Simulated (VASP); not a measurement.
# TiO2 (rutile type) (P4_2/mnm) in VASP: a series of runs, part 2 of 2

VASP 6.6.1. Earlier steps stand in the parts before.

### Step 4. Single point, PBE

This run uses another cell than the first one, of 6.60 Å³/atom, 0.775 times its volume.

INCAR

```
SYSTEM = TiO2
ALGO     = Normal         ! electronic algorithm
EDIFF    = 1E-6           ! SCF threshold, eV
ENCUT    = 520            ! plane-wave cutoff, eV
GGA      = PE             ! functional
ISIF     = 2              ! what is computed and relaxed
ISMEAR   = -1             ! smearing method
LASPH    = .TRUE.         ! aspherical terms in the spheres
LCHARG   = .FALSE.        ! write CHGCAR
LREAL    = .FALSE.        ! projectors in reciprocal space
LWAVE    = .FALSE.        ! write WAVECAR
NBANDS   = 33             ! bands
NELM     = 60             ! most SCF steps
PREC     = Accurate       ! precision mode
SIGMA    = 0.08           ! smearing width, eV
```

KPOINTS

```
k-points
0
G
  8 8 11
  0 0 0
```

POSCAR

```
TiO2
1.0
    3.8404892369      0.0000000000      0.0000000000
    0.0000000000      3.8404892369      0.0000000000
    0.0000000000      0.0000000000      2.6861121789
Ti O
2 4
Direct
    0.0000000000      0.0000000000      0.0000000000
    0.5000000000      0.5000000000      0.5000000000
    0.3031660515      0.3031660515      0.0000000000
    0.6968339485      0.6968339485      0.0000000000
    0.8031660515      0.1968339485      0.5000000000
    0.1968339485      0.8031660515      0.5000000000
```

Potentials or basis: VASP PAW PBE potentials, release 64 (Ti_sv, O).

The run is started by

```console
$ cat potpaw_PBE.64/Ti_sv/POTCAR potpaw_PBE.64/O/POTCAR > POTCAR
$ mpirun -np 1 vasp_std > vasp.out
```

OUTCAR:

```text
SYSTEM = TiO2
   EDIFF = 1E-6
   ENCUT = 520
   GGA = PE
   ISIF = 2
   ISMEAR = -1
   LASPH = .TRUE.
   LREAL = .FALSE.
   NELM = 60
   PREC = Accurate

 ion  position               nearest neighbor table
   1  0.000  0.000  0.000-   3 1.65   4 1.65   5 1.72   6 1.72   5 1.72   6 1.72
   2  0.500  0.500  0.500-   5 1.65   6 1.65   3 1.72   4 1.72   3 1.72   4 1.72
   3  0.303  0.303  0.000-   1 1.65   2 1.72   2 1.72
   4  0.697  0.697  0.000-   1 1.65   2 1.72   2 1.72
   5  0.803  0.197  0.500-   2 1.65   1 1.72   1 1.72
   6  0.197  0.803  0.500-   2 1.65   1 1.72   1 1.72

  LATTYP: Found a simple tetragonal cell.
 ALAT       =     3.8404892369
 C/A-ratio  =     0.6994192701

  Lattice vectors:

 A1 = (   3.8404892369,   0.0000000000,   0.0000000000)
 A2 = (   0.0000000000,   3.8404892369,   0.0000000000)
 A3 = (   0.0000000000,   0.0000000000,   2.6861121789)

Analysis of symmetry for initial positions (statically):
=====================================================================
 Subroutine PRICEL returns:
 Original cell was already a primitive cell.

 Routine SETGRP: Setting up the symmetry group for a
[... 174 lines left out ...]
  free energy    TOTEN  =       -39.48893499 eV

  energy without entropy =      -39.48893499  energy(sigma->0) =      -39.48893499

 E-fermi :  12.1638     XC(G=0): -14.0634

 val. band max:       10.7758305811   @ k =   0.0000   0.0000   0.0000
 cond. band min:      13.5375556583   @ k =   0.0000   0.0000   0.0000
 fundamental gap:      2.7617250772
 Fermi energy:        12.1637859976

 k-point     1 :       0.0000    0.0000    0.0000
  band No.  band energies     occupation
      1     -44.9893      2.00000
      2     -44.7978      2.00000
      3     -22.3330      2.00000
      4     -22.3330      2.00000
      5     -21.2374      2.00000
      6     -21.2374      2.00000
[... 853 lines left out ...]
     32      20.7680      0.00000
     33      22.2254      0.00000

 [... further k-points ...]
[... 5 lines left out ...]
  --------------------------------------------------------------------------------------
  -------------------------------------------------------------------------------------
  Total       68.7327083     68.7327083     68.7548730      0.0000000      0.0000000      0.0000000
  in kB     2779.5647086   2779.5647086   2780.4610504      0.0000000      0.0000000      0.0000000
  external PRESSURE =    2779.8634892 kB  Pullay stress =       0.0000000 kB

 VOLUME and BASIS-vectors are now :
 -----------------------------------------------------------------------------
  energy-cutoff  :      520.00
  volume of cell :       39.62
      direct lattice vectors                 reciprocal lattice vectors
     3.840489237  0.000000000  0.000000000     0.260383492  0.000000000  0.000000000
     0.000000000  3.840489237  0.000000000     0.000000000  0.260383492  0.000000000
     0.000000000  0.000000000  2.686112179     0.000000000  0.000000000  0.372285271

 POSITION                                       TOTAL-FORCE (eV/Angst)
 -----------------------------------------------------------------------------------
      0.00000      0.00000      0.00000         0.000000      0.000000      0.000000
      1.92024      1.92024      1.34306         0.000000      0.000000      0.000000
      1.16431      1.16431      0.00000        -0.033850     -0.033850     -0.000000
      2.67618      2.67618      0.00000         0.033850      0.033850      0.000000
      3.08455      0.75594      1.34306        -0.033850      0.033850      0.000000
      0.75594      3.08455      1.34306         0.033850     -0.033850      0.000000
 -----------------------------------------------------------------------------------
    total drift:                               -0.000000      0.000000      0.000000

  FREE ENERGIE OF THE ION-ELECTRON SYSTEM (eV)
  ---------------------------------------------------
  free  energy   TOTEN  =       -39.4889349933 eV

  energy  without entropy=      -39.4889349919  energy(sigma->0) =      -39.48893499
```

OSZICAR:

```text
N       E                     dE             d eps       ncg     rms          rms(c)
DAV:   1     0.697135389938E+03    0.69714E+03   -0.24206E+04  5988   0.189E+03
DAV:   2     0.428471729420E+02   -0.65429E+03   -0.60042E+03  6209   0.556E+02
DAV:   3    -0.484398606341E+02   -0.91287E+02   -0.88785E+02  7825   0.201E+02
DAV:   4    -0.538414324862E+02   -0.54016E+01   -0.53875E+01  8484   0.433E+01
DAV:   5    -0.539520481029E+02   -0.11062E+00   -0.11060E+00  7726   0.640E+00    0.665E+01
DAV:   6    -0.383427411533E+02    0.15609E+02   -0.47910E+01  8292   0.101E+02    0.205E+01
DAV:   7    -0.392656609457E+02   -0.92292E+00   -0.10147E+01  7503   0.241E+01    0.195E+01
DAV:   8    -0.394863789489E+02   -0.22072E+00   -0.90924E-01  7672   0.671E+00    0.252E+00
DAV:   9    -0.394879395786E+02   -0.15606E-02   -0.14414E-01  8653   0.258E+00    0.136E+00
DAV:  10    -0.394873153549E+02    0.62422E-03   -0.16250E-02  7272   0.137E+00    0.197E+00
DAV:  11    -0.394888952822E+02   -0.15799E-02   -0.73247E-02  6533   0.292E+00    0.199E-01
DAV:  12    -0.394890586389E+02   -0.16336E-03   -0.25738E-03  7405   0.424E-01    0.184E-01
DAV:  13    -0.394889324552E+02    0.12618E-03   -0.67595E-04  7743   0.321E-01    0.613E-02
DAV:  14    -0.394889356557E+02   -0.32005E-05   -0.73674E-05  7201   0.878E-02    0.113E-02
DAV:  15    -0.394889349933E+02    0.66235E-06   -0.38959E-06  6622   0.153E-02
   1 F= -.39488935E+02 E0= -.39488935E+02  d E =-.144439E-08
```

stdout:

```text
POSCAR found type information on POSCAR TiO
 POSCAR found :  2 types and       6 ions
 scaLAPACK will be used
 LDA part: xc-table for (Slater+PW92), standard interpolation
 POSCAR, INCAR and KPOINTS ok, starting setup
 FFT: planning ... GRIDC
 FFT: planning ... GRID_SOFT
 FFT: planning ... GRID
 WAVECAR not read
 entering main loop
```

Wall time 2.1 min (1 thread of AMD EPYC 7R43 (Zen 3), shared host); peak memory 0.17 GiB.

Results:

| Item | Value |
| --- | --- |
| Free energy | -39.4889 eV |
| Pressure | 278.0 GPa |
| Largest force | 0.048 eV/Å |
| Band gap on the k mesh | 2.76 eV, direct |

Forces on the atoms (eV/Å):
```
Ti   0.000  0.000  0.000
Ti   0.000  0.000  0.000
O   -0.034 -0.034  0.000
O    0.034  0.034  0.000
O   -0.034  0.034  0.000
O    0.034 -0.034  0.000
```

Levels at points of the mesh, in eV from the valence-band top:
```tsv
k point	band 20	band 21	band 22	band 23	band 24	band 25	band 26	band 27	band 28	band 29
(0.00, 0.00, 0.00)	-2.80	-0.87	-0.18	0.00	0.00	2.76	3.58	3.62	3.62	3.92
(0.50, 0.00, 0.00)	-3.77	-2.80	-2.80	-1.38	-1.38	4.54	4.54	5.20	5.20	5.74
(0.50, 0.50, 0.00)	-3.72	-1.69	-1.69	-0.32	-0.32	3.22	3.22	3.72	3.72	6.23
```

A k mesh can miss the band edges. A hybrid or GW would open this gap; PBE tends to underestimate it.

### Step 5. Single point, PBE

INCAR

```
PREC = Accurate
ENCUT = 520
EDIFF = 1E-6
ISMEAR = -1
SIGMA = 0.08
LREAL = False
LASPH = True
NELM = 60
ALGO = Normal
ISIF = 2
LWAVE = False
LCHARG = False
GGA = PE
NBANDS = 33
```

KPOINTS

```
Automatic mesh
0
Gamma
  8 8 11
```

POSCAR is that of step 4.

The run is started by

```console
$ cat potpaw_PBE.64/Ti_sv/POTCAR potpaw_PBE.64/O/POTCAR > POTCAR
$ mpirun -np 1 vasp_std > vasp.out
```

Run time: 1.8 min. Hardware: 1 thread of AMD EPYC 7R43 (Zen 3), shared host; peak memory 0.17 GiB.

It converged, with:

| Quantity | Value |
| --- | --- |
| Free energy | -39.4889 eV |
| Pressure | 278.0 GPa |
| Largest force | 0.048 eV/Å |
| Band gap on the k mesh | 2.76 eV, direct |

Forces on the atoms (eV/Å):
```
Ti   0.000  0.000  0.000
Ti   0.000  0.000  0.000
O   -0.034 -0.034  0.000
O    0.034  0.034  0.000
O   -0.034  0.034  0.000
O    0.034 -0.034  0.000
```

Stress tensor (GPa, compression positive):
```
277.96   0.00   0.00
  0.00 277.96   0.00
  0.00   0.00 278.05
```

Levels at points of the mesh, in eV from the valence-band top:
```tsv
k point	band 21	band 22	band 23	band 24	band 25	band 26	band 27	band 28
(0.00, 0.00, 0.00)	-0.87	-0.18	0.00	0.00	2.76	3.58	3.62	3.62
(0.50, 0.00, 0.00)	-2.80	-2.80	-1.38	-1.38	4.54	4.54	5.20	5.20
(0.50, 0.50, 0.00)	-1.69	-1.69	-0.32	-0.32	3.22	3.22	3.72	3.72
```

### Step 6. The runs side by side

```csv
task,cell,cutoff (eV),gap on the mesh (eV),pressure (GPa)
relaxation of shape and atoms at fixed volume,"relaxed from a = 4.310, b = 4.310, c = 2.752 Å, 6 atoms",600,2.19,77.6
relaxation of shape and atoms at fixed volume,"relaxed from a = 4.449, b = 4.449, c = 2.840 Å, 6 atoms",600,1.99,36.2
single point,"a = 3.840, b = 3.840, c = 2.686 Å, 6 atoms",520,2.76,278.0
```

Alike in all rows: level PBE; potentials or basis VASP PAW PBE potentials, release 64 (Ti_sv, O); no spin polarisation; k mesh 8 × 8 × 11; smearing fermi-dirac 0.08 eV.

Total energies depend on the potentials used, so only differences within one code and one set of settings carry meaning.
